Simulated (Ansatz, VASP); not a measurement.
# C8N in VASP and in Ansatz

Contents of INCAR:

```
  ALGO = Normal
  DIPOL = 0.5 0.5 0.311
  EDIFF = 1E-6
  ENCUT = 520
  GGA = PE
  IDIPOL = 3
  ISIF = 2
  ISMEAR = 0
  IVDW = 12
  LASPH = T
  LCHARG = T
  LDIPOL = T
  LELF = T
  LREAL = Auto
  LVACPOTAV = T
  LVHAR = T
  LWAVE = F
  NBANDS = 52
  NELM = 60
  PREC = Accurate
  SIGMA = 0.05
```

Contents of KPOINTS:

```
k-points
0
Gamma
  6 6 1
```

The input POSCAR:

```
C8N
1.0
    4.9298867130      0.0000000000      0.0000000000
   -0.0081547558      4.4132984516      0.0000000000
    0.0000000000      0.0000000000     23.6150337471
C N
16 2
Direct
    0.3745684085      0.7405378974      0.1693836241
    0.8745684085      0.7405378974      0.1693836241
    0.1243974091      0.6365956441      0.1924179608
    0.6243974091      0.6365956441      0.1924179608
    0.1240513173      0.4291046681      0.2385492690
    0.6240513173      0.4291046681      0.2385492690
    0.3738803179      0.3251624149      0.2615836057
    0.8738803179      0.3251624149      0.2615836057
    0.3735338584      0.1126520408      0.3077166148
    0.8735338584      0.1126520408      0.3077166148
    0.1233638388      0.0072945126      0.3296949545
    0.6233638388      0.0072945126      0.3296949545
    0.1229920122      0.7810454900      0.3756054437
    0.6229920122      0.7810454900      0.3756054437
    0.3728273188      0.6826774530      0.3944535437
    0.8728273188      0.6826774530      0.3944535437
    0.3728273188      0.9326774530      0.5087874900
    0.3728273188      0.9326774530      0.5553679867
```

Input for Ansatz:

```yaml
crystal:
  lattice:
    - [4.929886713, 0.0, 0.0]
    - [-0.0081547558, 4.4132984516, 0.0]
    - [0.0, 0.0, 23.6150337471]
  atoms:
    - { symbol: C, position: [0.3745684085, 0.7405378974, 0.1693836241] }
    - { symbol: C, position: [0.8745684085, 0.7405378974, 0.1693836241] }
    - { symbol: C, position: [0.1243974091, 0.6365956441, 0.1924179608] }
    - { symbol: C, position: [0.6243974091, 0.6365956441, 0.1924179608] }
    - { symbol: C, position: [0.1240513173, 0.4291046681, 0.238549269] }
    - { symbol: C, position: [0.6240513173, 0.4291046681, 0.238549269] }
    - { symbol: C, position: [0.3738803179, 0.3251624149, 0.2615836057] }
    - { symbol: C, position: [0.8738803179, 0.3251624149, 0.2615836057] }
    - { symbol: C, position: [0.3735338584, 0.1126520408, 0.3077166148] }
    - { symbol: C, position: [0.8735338584, 0.1126520408, 0.3077166148] }
    - { symbol: C, position: [0.1233638388, 0.0072945126, 0.3296949545] }
    - { symbol: C, position: [0.6233638388, 0.0072945126, 0.3296949545] }
    - { symbol: C, position: [0.1229920122, 0.78104549, 0.3756054437] }
    - { symbol: C, position: [0.6229920122, 0.78104549, 0.3756054437] }
    - { symbol: C, position: [0.3728273188, 0.682677453, 0.3944535437] }
    - { symbol: C, position: [0.8728273188, 0.682677453, 0.3944535437] }
    - { symbol: "N", position: [0.3728273188, 0.932677453, 0.50878749] }
    - { symbol: "N", position: [0.3728273188, 0.932677453, 0.5553679867] }
basis:
  ecutwfc: 420
kpoints:
  mp_grid: { grid: [6, 6, 1] }
hamiltonian:
  xc: pbe
  pseudopotentials: { kind: paw, azcp: { folder: soft_1 } }
  dispersion: d3bj
scf:
  occupations: { method: gaussian, width: 0.05 }
output:
  forces: true
  eigenvalues: true
efield:
  axis: 3
  dipole_correction: true
  ramp_width: 0.04
```

Alike in both runs: task single point; functional PBE; dispersion D3(BJ); k mesh 6 × 6 × 1; occupations gaussian, width 0.05 eV; no spin polarisation.

|  | VASP | Ansatz |
| --- | --- | --- |
| version | VASP 6.6.1 | Ansatz 0.2.0 |
| potentials or method | VASP PAW PBE potentials, release 64 (C, N), cutoff 520 eV | scalar-relativistic, plane waves, PAW |
| valence electrons in the cell | 74 | 74 |

Ansatz gave:

```
gap on the k mesh at the Fermi level (eV)  : none
rms of the force components (eV/Å)         : 0.734
work function, face that differs most (eV) : 6.34
```

**Question.** Estimate VASP's values.

**Answer.** gap on the k mesh at the Fermi level (eV): none; rms of the force components (eV/Å): 0.830; work function, face that differs most (eV): 6.34.

Atom by atom the forces differ by 0.346 eV/Å (rms over components). A gap of «none» marks a metal or a gap that the smearing closes.

Noted on VASP's run: the standard files for N, O and F lose accuracy on very short bonds.
